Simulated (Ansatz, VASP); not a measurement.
## Sb2Te4O in VASP and in Ansatz

```xyz
7
Lattice="3.8967 -2.1637 -0.2436 3.8967 2.1637 -0.2436 -3.5270 0.0000 12.9245" Properties=species:S:1:pos:R:3 pbc="T T T"
Sb    1.7048    0.0000    1.0960
Sb    2.5615    0.0000   11.3412
Te    4.6728    0.0000    2.6148
Te   -0.4064    0.0000    9.8224
Te    5.0181    0.0000    6.9074
Te   -0.7517    0.0000    5.5298
O     0.0000    0.0000    0.0000
```

Alike in both runs: functional PBE; k mesh 3 × 3 × 1; occupations gaussian, width 0.15 eV; no spin polarisation.

Ansatz relaxed the structure, and its values are those at the end. VASP's run is a single point on that final structure, the one shown.

|  | VASP | Ansatz |
| --- | --- | --- |
| version | VASP 6.6.1 | Ansatz 0.2.0 |
| potentials or method | VASP PAW PBE potentials, release 64 (Sb, Te, O), cutoff 600 eV | scalar-relativistic, plane waves, PAW |
| valence electrons in the cell | 40 | 100 |

Ansatz gave:

| Item | Value |
| --- | --- |
| gap on the k mesh at the Fermi level (eV) | none |
| pressure (GPa) | 0.2 |
| rms of the force components (eV/Å) | 0.019 |

Task: Which values does VASP return?

Result: gap on the k mesh at the Fermi level (eV): none; pressure (GPa): 0.1; rms of the force components (eV/Å): 0.012.

A gap of «none» marks a metal or a gap that the smearing closes. The functional is the same, so the differences come from potentials, cutoffs and numerics. VASP's potentials hold 40 valence electrons a cell and Ansatz's 100, so a difference there can come from the potentials and not from the codes.

The k mesh is coarse, so the values compare programs but aren't converged. Neither program's run includes spin-orbit coupling.
